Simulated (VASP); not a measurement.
Runs of VASP 6.6.1 on Pd. The structure is that of space group P6/mmm (No. 191), or close to it. The cells are those of the table. This isn't the form of Pd at room conditions, which is fcc.

```tsv
cell	k mesh	gap on the mesh (eV)	pressure (GPa)
a = 4.504, b = 4.504, c = 2.680 Å, angles 90.0, 90.0, 120.0°, 3 atoms	11 × 11 × 15	none	(a)
a = 4.443, b = 4.443, c = 2.644 Å, angles 90.0, 90.0, 120.0°, 3 atoms	11 × 11 × 15	none	6.9
a = 4.621, b = 4.621, c = 2.750 Å, angles 90.0, 90.0, 120.0°, 3 atoms	11 × 11 × 15	none	-10.0
a = 4.504, b = 4.504, c = 2.680 Å, angles 90.0, 90.0, 120.0°, 3 atoms	8 × 8 × 12	none	-0.4
a = 4.381, b = 4.381, c = 2.607 Å, angles 90.0, 90.0, 120.0°, 3 atoms	11 × 11 × 15	none	(c)
a = 4.316, b = 4.316, c = 2.568 Å, angles 90.0, 90.0, 120.0°, 3 atoms	11 × 11 × 15	none	28.1
a = 4.678, b = 4.678, c = 2.783 Å, angles 90.0, 90.0, 120.0°, 3 atoms	11 × 11 × 15	none	-13.2
a = 4.564, b = 4.564, c = 2.715 Å, angles 90.0, 90.0, 120.0°, 3 atoms	11 × 11 × 15	none	(b)
```

Alike in all rows: task single point; level PBE; potentials or basis VASP PAW PBE potentials, release 64 (Pd); no spin polarisation; cutoff (eV) 520; smearing fermi-dirac 0.1 eV.

**Question.** Fill in the values left out.

**Answer.** (a) -0.3; (b) -5.8; (c) 16.1.

Caveats: the cell stands under pressure (at least some runs); the cell stands under tension (at least some runs).

A k mesh can miss the band edges, and the runs leave out spin-orbit coupling on Pd.

A gap of «none» marks levels without a gap at the run's occupations.
